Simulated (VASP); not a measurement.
# Ge (Cmcm) in VASP: single point with PBE

Aim: the single point of Ge with PBE.

Everything below comes from runs of VASP 6.6.1. Logs are shortened: lines on timing, memory, paths and dates and some standing lists are left out, and cuts for length are marked.

## Step 1: The cell of the first run

The structure is orthorhombic, space group Cmcm (No. 63). Conventional cell: a = 5.362 Å, b = 7.530 Å, c = 7.974 Å, α = 90.00°, β = 90.00°, γ = 90.00°. Ge (site symmetry m) has 6 Ge at 2.68 to 2.74 Å within 3.5 Å. Ge (site symmetry m2m) has 6 Ge at 2.68 to 2.74 Å within 3.5 Å. Within 3.5 Å of Ge (site symmetry m2m) lie 6 Ge at 2.68 to 2.74 Å.

The cell was generated, and may not be a known phase.

## Step 2: Single point, PBE

Input file INCAR:

```
PREC = Accurate ; ENCUT = 520
EDIFF = 1E-7 ; ISMEAR = 0
SIGMA = 0.1 ; LREAL = F
LASPH = T ; NELM = 100
ALGO = Normal ; ISIF = 2
LWAVE = F ; LCHARG = F
GGA = PE ; NBANDS = 66
```

Input file KPOINTS:

```
regular mesh
0
Gamma
  4 4 2
```

Input file POSCAR:

```
Ge
1.0
    2.6811797735     -3.7648860637      0.0000000000
    2.6811797735      3.7648860637      0.0000000000
    0.0000000000      0.0000000000      7.9735313643
Ge
8
Direct
    0.2504249609      0.7495750391      0.4994003492
    0.7495750391      0.2504249609      0.9994003492
    0.2504249609      0.7495750391      0.0005996508
    0.7495750391      0.2504249609      0.5005996508
    0.5008059327      0.4991940673      0.2500000000
    0.4991940673      0.5008059327      0.7500000000
    0.9994178812      0.0005821188      0.2500000000
    0.0005821188      0.9994178812      0.7500000000
```

Potentials or basis: VASP PAW PBE potentials, release 64 (Ge_d).

Started as:

```bash
cat potpaw_PBE.64/Ge_d/POTCAR > POTCAR
mpirun -np 1 vasp_std > vasp.out
```

OUTCAR:

```text
PREC = Accurate
   ENCUT = 520
   EDIFF = 1E-7
   ISMEAR = 0
   LREAL = F
   LASPH = T
   NELM = 100
   ISIF = 2
   GGA = PE

 ion  position               nearest neighbor table
   1  0.250  0.750  0.499-   4 2.68   4 2.68   6 2.74   5 2.74   7 2.74   8 2.74
   2  0.750  0.250  0.999-   3 2.68   3 2.68   5 2.74   6 2.74   8 2.74   7 2.74
   3  0.250  0.750  0.001-   2 2.68   2 2.68   6 2.74   5 2.74   7 2.74   8 2.74
   4  0.750  0.250  0.501-   1 2.68   1 2.68   5 2.74   6 2.74   8 2.74   7 2.74
   5  0.501  0.499  0.250-   7 2.68   7 2.68   4 2.74   2 2.74   1 2.74   3 2.74
   6  0.499  0.501  0.750-   8 2.68   8 2.68   3 2.74   1 2.74   4 2.74   2 2.74
   7  0.999  0.001  0.250-   5 2.68   5 2.68   3 2.74   1 2.74   4 2.74   2 2.74
   8  0.001  0.999  0.750-   6 2.68   6 2.68   4 2.74   2 2.74   1 2.74   3 2.74

  LATTYP: Found a base centered orthorhombic cell.
 ALAT       =     5.3623595470
 B/A-ratio  =     1.4041900886
 C/A-ratio  =     1.4869445613

  Lattice vectors:

 A1 = (   2.6811797735,  -3.7648860637,   0.0000000000)
 A2 = (   2.6811797735,   3.7648860637,   0.0000000000)
 A3 = (   0.0000000000,   0.0000000000,   7.9735313643)

Analysis of symmetry for initial positions (statically):
=====================================================================
 Subroutine PRICEL returns:
 Original cell was already a primitive cell.

 Routine SETGRP: Setting up the symmetry group for a
 base centered orthorhombic supercell.

 Subroutine GETGRP returns: Found  8 space group operations
 (whereof  4 operations were pure point group operations)
 out of a pool of  8 trial point group operations.

The static configuration has the point symmetry C_2h.
 The point group associated with its full space group is D_2h.

Analysis of symmetry for dynamics (positions and initial velocities):
=====================================================================
 Subroutine PRICEL returns:
 Original cell was already a primitive cell.

 Routine SETGRP: Setting up the symmetry group for a
 base centered orthorhombic supercell.

 Subroutine GETGRP returns: Found  8 space group operations
 (whereof  4 operations were pure point group operations)
 out of a pool of  8 trial point group operations.

The dynamic configuration has the point symmetry C_2h.
 The point group associated with its full space group is D_2h.

 Subroutine INISYM returns: Found  8 space group operations
 (whereof  4 operations are pure point group operations),
 and found     1 'primitive' translations

----------------------------------------------------------------------------------------

                                     Primitive cell

  volume of cell :     160.9750

  direct lattice vectors                    reciprocal lattice vectors
     2.681179773 -3.764886064  0.000000000     0.186485071 -0.132806144  0.000000000
     2.681179773  3.764886064  0.000000000     0.186485071  0.132806144  0.000000000
     0.000000000  0.000000000  7.973531364     0.000000000  0.000000000  0.125414945

  length of vectors
     4.622022506  4.622022506  7.973531364     0.228941376  0.228941376  0.125414945

  position of ions in fractional coordinates (direct lattice)
     0.250424961  0.749575039  0.499400349
     0.749575039  0.250424961  0.999400349
     0.250424961  0.749575039  0.000599651
     0.749575039  0.250424961  0.500599651
     0.500805933  0.499194067  0.250000000
     0.499194067  0.500805933  0.750000000
     0.999417881  0.000582119  0.250000000
     0.000582119  0.999417881  0.750000000

  ion indices of the primitive-cell ions
   primitive index   ion index
                 1           1
                 2           2
                 3           3
                 4           4
                 5           5
                 6           6
                 7           7
                 8           8

----------------------------------------------------------------------------------------

 KPOINTS: regular mesh

Automatic generation of k-mesh.
 Grid dimensions read from file:
 generate k-points for:    4    4    2

 Generating k-lattice:

  Cartesian coordinates                     Fractional coordinates (reciprocal lattice)
     0.046621268 -0.033201536  0.000000000     0.250000000  0.000000000  0.000000000
     0.046621268  0.033201536  0.000000000     0.000000000  0.250000000  0.000000000
     0.000000000  0.000000000  0.062707473     0.000000000  0.000000000  0.500000000

  Length of vectors
     0.057235344  0.057235344  0.062707473

  Shift w.r.t. Gamma in fractional coordinates (k-lattice)
     0.000000000  0.000000000  0.000000000

 Subroutine IBZKPT returns following result:
 ===========================================

 Found     14 irreducible k-points:

 Following reciprocal coordinates:
            Coordinates               Weight
  0.000000  0.000000  0.000000      1.000000
  0.250000 -0.000000  0.000000      4.000000
  0.500000 -0.000000  0.000000      2.000000
  0.250000  0.250000  0.000000      2.000000
  0.500000  0.250000  0.000000      4.000000
 -0.250000  0.250000  0.000000      2.000000
  0.500000  0.500000  0.000000      1.000000
  0.000000  0.000000  0.500000      1.000000
  0.250000 -0.000000  0.500000      4.000000
  0.500000 -0.000000  0.500000      2.000000
  0.250000  0.250000  0.500000      2.000000
  0.500000  0.250000  0.500000      4.000000
 -0.250000  0.250000  0.500000      2.000000
  0.500000  0.500000  0.500000      1.000000
   k-points           NKPTS =     14   k-points in BZ     NKDIM =     14   number of bands    NBANDS=     66
   number of dos      NEDOS =    301   number of ions     NIONS =      8
   total plane-waves  NPLWV =  77760
   dimension x,y,z NGX =    36 NGY =   36 NGZ =   60
   dimension x,y,z NGXF=    72 NGYF=   72 NGZF=  120
   ions per type =               8
   NGX,Y,Z   is equivalent  to a cutoff of  12.95, 12.95, 12.51 a.u.
   NGXF,Y,Z  is equivalent  to a cutoff of  25.90, 25.90, 25.02 a.u.
 SYSTEM =  unknown system
   PREC   = accura    normal or accurate (medium, high low for compatibility)
   ISTART =      0    job   : 0-new  1-cont  2-samecut
   ICHARG =      2    charge: 1-file 2-atom 10-const
   ISPIN  =      1    spin polarized calculation?
   LNONCOLLINEAR =      F non collinear calculations
   LSORBIT =      F    spin-orbit coupling
   LASPH  =      T    aspherical Exc in radial PAW
   ENCUT  =  520.0 eV  38.22 Ry    6.18 a.u.   8.59  8.59 14.83*2*pi/ulx,y,z
   NELM   =    100;   NELMIN=  2; NELMDL= -5     # of ELM steps
   EDIFF  = 0.1E-06   stopping-criterion for ELM
   LREAL  =      F    real-space projection
   EDIFFG = 0.1E-05   stopping-criterion for IOM
   NSW    =      0    number of steps for IOM
   IBRION =     -1    ionic relax: 0-MD 1-quasi-New 2-CG
   NFREE  =      0    steps in history (QN), initial steepest desc. (CG)
   ISIF   =      2    stress and relaxation
   ISYM   =      2    0-nonsym 1-usesym 2-fastsym
   POTIM  = 0.5000    time-step for ionic-motion
   TEBEG  =    0.0;   TEEND  =   0.0 temperature during run
   PSTRESS=    0.0 pullay stress
   NELECT =     112.0000    total number of electrons
   NUPDOWN=      -1.0000    fix difference up-down
   EMIN   =  10.00;   EMAX   =-10.00  energy-range for DOS
   EFERMI =   0.00;   METHOD = LEGACY
   ISMEAR =     0;   SIGMA  =   0.10  broadening in eV -4-tet -1-fermi 0-gaus
   EFERMI_NEDOS =   21; number of points for ismear=-14 and -15
   IALGO  =     38    algorithm
   IMIX   =      4    mixing-type and parameters
     AMIX     =   0.40;   BMIX     =  1.00
     AMIX_MAG =   1.60;   BMIX_MAG =  1.00
  volume/ion in A,a.u.               =      20.12       135.79
  Fermi-wavevector in a.u.,A,eV,Ry     =   1.450646  2.741323 28.631731  2.104373
  Thomas-Fermi vector in A             =   2.568234
   LORBIT       =      0    0 simple, 1 ext, 2 COOP (PROOUT), +10 PAW based schemes
   GGA     = PE    functional components
   LHFCALC =     F    Hartree Fock is set to
   AEXX    =    0.0000 exact exchange contribution
   IVDW    =     0    specifies the selected vdW correction
   LEPSILON=     F    determine dielectric tensor
   LRPA    =     F    only Hartree local field effects (RPA)
 non-spin polarized calculation
 Gauss-broadening in eV      SIGMA  =   0.10
  energy-cutoff  :      520.00
  volume of cell :      160.98
 maximum number of plane-waves:      4359
 NGX is ok and might be reduce to    36
   NGX = 17   NGY = 17   NGZ = 29

 number of electron     112.0000065 magnetization

 Free energy of the ion-electron system (eV)
  ---------------------------------------------------
  ext. energy  EPLUGINS =         0.00000000
  ---------------------------------------------------
  free energy    TOTEN  =       -34.00046875 eV

  energy without entropy =      -33.98203031  energy(sigma->0) =      -33.99124953

 E-fermi :   5.8075     XC(G=0): -10.8569

 val. band max:        5.7693246971   @ k =  -0.2500   0.2500   0.0000
 cond. band min:       5.8475890605   @ k =   0.5000   0.5000   0.0000
 fundamental gap:      0.0782643634
 Fermi energy:         5.8075353680

 k-point     1 :       0.0000    0.0000    0.0000
  band No.  band energies     occupation
      1     -18.8419      2.00000
      2     -18.8278      2.00000
      3     -18.7938      2.00000
      4     -18.7936      2.00000
      5     -18.7533      2.00000
      6     -18.7501      2.00000
[... 58 lines left out ...]
     65       9.0660      0.00000
     66      10.1888      0.00000

 k-point     2 :       0.2500   -0.0000    0.0000
  band No.  band energies     occupation
      1     -18.8158      2.00000
      2     -18.8069      2.00000
      3     -18.7696      2.00000
      4     -18.7694      2.00000
      5     -18.7396      2.00000
      6     -18.7342      2.00000
[... 58 lines left out ...]
     65      10.2308      0.00000
     66      10.4259      0.00000

 k-point     3 :       0.5000   -0.0000    0.0000
  band No.  band energies     occupation
      1     -18.7824      2.00000
      2     -18.7820      2.00000
      3     -18.7383      2.00000
      4     -18.7380      2.00000
      5     -18.7375      2.00000
      6     -18.7372      2.00000
[... 748 lines left out ...]
     65      11.7443      0.00000
     66      11.7443      0.00000

 k-point    14 :       0.5000    0.5000    0.5000
  band No.  band energies     occupation
      1     -18.8118      2.00000
      2     -18.8118      2.00000
      3     -18.8117      2.00000
      4     -18.8117      2.00000
      5     -18.7745      2.00000
      6     -18.7745      2.00000
[... 58 lines left out ...]
     65      12.2546      0.00000
     66      12.2611      0.00000

------------------------ aborting loop because EDIFF is reached ----------------------------------------

  FORCE on cell =-STRESS in cart. coord.  units (eV):
  Direction    XX          YY          ZZ          XY          YZ          ZX
  --------------------------------------------------------------------------------------
  -------------------------------------------------------------------------------------
  Total        0.1698590     -0.0200685      0.1213703      0.0000000      0.0000000      0.0000000
  in kB        1.6905997     -0.1997409      1.2079933      0.0000000      0.0000000      0.0000000
  external PRESSURE =       0.8996173 kB  Pullay stress =       0.0000000 kB

 VOLUME and BASIS-vectors are now :
 -----------------------------------------------------------------------------
  energy-cutoff  :      520.00
  volume of cell :      160.98
      direct lattice vectors                 reciprocal lattice vectors
     2.681179773 -3.764886064  0.000000000     0.186485071 -0.132806144  0.000000000
     2.681179773  3.764886064  0.000000000     0.186485071  0.132806144  0.000000000
     0.000000000  0.000000000  7.973531364     0.000000000  0.000000000  0.125414945

 POSITION                                       TOTAL-FORCE (eV/Angst)
 -----------------------------------------------------------------------------------
      2.68118      1.87924      3.98198         0.000000      0.006634      0.002266
      2.68118     -1.87924      7.96875         0.000000     -0.006634      0.002266
      2.68118      1.87924      0.00478         0.000000      0.006634     -0.002266
      2.68118     -1.87924      3.99155         0.000000     -0.006634     -0.002266
      2.68118     -0.00607      1.99338         0.000000      0.008325     -0.000000
      2.68118      0.00607      5.98015         0.000000     -0.008325      0.000000
      2.68118     -3.76050      1.99338         0.000000     -0.004855     -0.000000
      2.68118      3.76050      5.98015         0.000000      0.004855      0.000000
 -----------------------------------------------------------------------------------
    total drift:                                0.000000     -0.000000      0.000000

  FREE ENERGIE OF THE ION-ELECTRON SYSTEM (eV)
  ---------------------------------------------------
  free  energy   TOTEN  =       -34.0004687518 eV

  energy  without entropy=      -33.9820303070  energy(sigma->0) =      -33.99124953
```

Wall time 74 s (1 thread of Intel Xeon 6975P-C (Granite Rapids), shared host); peak memory 0.31 GiB.

Results:

```yaml
Free_energy: -34.0005 eV
Pressure: 0.1 GPa
Largest_force: 0.008 eV/Å
Band_gap_on_the_k_mesh: zero (bands 56 and 57 overlap by 1.91 eV)
```

Forces on the atoms (eV/Å):
```
Ge   0.000  0.007  0.002
Ge   0.000 -0.007  0.002
Ge   0.000  0.007 -0.002
Ge   0.000 -0.007 -0.002
Ge   0.000  0.008  0.000
Ge   0.000 -0.008  0.000
Ge   0.000 -0.005  0.000
Ge   0.000  0.005  0.000
```

Levels at points of the mesh, in eV from the Fermi level:
```tsv
k point	band 53	band 54	band 55	band 56	band 57	band 58	band 59	band 60
(0.00, 0.00, 0.00)	-2.58	-2.29	-2.29	-2.09	0.43	0.43	1.29	1.29
(0.50, 0.00, 0.00)	-1.12	-1.10	-0.26	-0.26	0.34	0.34	2.33	2.34
(0.50, 0.50, 0.00)	-0.70	-0.16	-0.16	0.04	0.09	0.49	0.49	0.90
(0.00, 0.00, 0.50)	-1.45	-1.45	-1.02	-1.02	-0.32	-0.32	-0.32	-0.32
(0.50, 0.00, 0.50)	0.28	0.28	0.28	0.28	1.22	1.22	1.23	1.23
(0.50, 0.50, 0.50)	-3.68	-3.68	-1.23	-1.23	1.55	1.55	2.85	2.85
```

Caveat: the k points lie up to 0.39 Å⁻¹ apart, too coarse for converged energies and pressures of a metal.

The gap in the log of VASP goes by the Fermi energy; the results here count the filled bands.